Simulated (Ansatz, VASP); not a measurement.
# Two plane-wave programs on Cu2As3

```
As Cu
1.0
     4.11073    0.00000    0.00000
    -2.05536    3.55999    0.00000
     0.00000    0.00000    6.17036
As Cu
3 2
Direct
  0.66667 0.33333 0.64934
  0.33333 0.66667 0.35066
  0.00000 0.00000 0.00000
  0.66667 0.33333 0.21697
  0.33333 0.66667 0.78303
```

Alike in both runs: task single point; functional PBE; k mesh 8 × 8 × 5; occupations fermi-dirac, width 0.05 eV; no spin polarisation.

```csv
,VASP,Ansatz
version,VASP 6.6.1,Ansatz 0.2.0
potentials or method,"VASP PAW PBE potentials, release 64 (As, Cu)",Ansatz PAW
plane-wave cutoff (eV),520,420
valence electrons in the cell,37,83
```

|  | VASP | Ansatz | Ansatz less VASP |
| --- | --- | --- | --- |
| gap on the k mesh at the Fermi level (eV) | none | none | - |
| pressure (GPa) | -2.4 | -2.6 | -0.20 |
| traceless stress, the component that is largest in VASP (GPa) | 0.37 | 0.47 | +0.103 |
| rms of the force components (eV/Å) | 0.011 | 0.012 | +0.0016 |

Atom by atom the forces differ by 0.010 eV/Å (rms over components). A gap of «none» marks a metal or a gap that the smearing closes. With one functional, cell and mesh, what is left measures potentials, basis and numerics. VASP's potentials hold 37 valence electrons a cell and Ansatz's 83, so a difference there can come from the potentials and not from the codes.
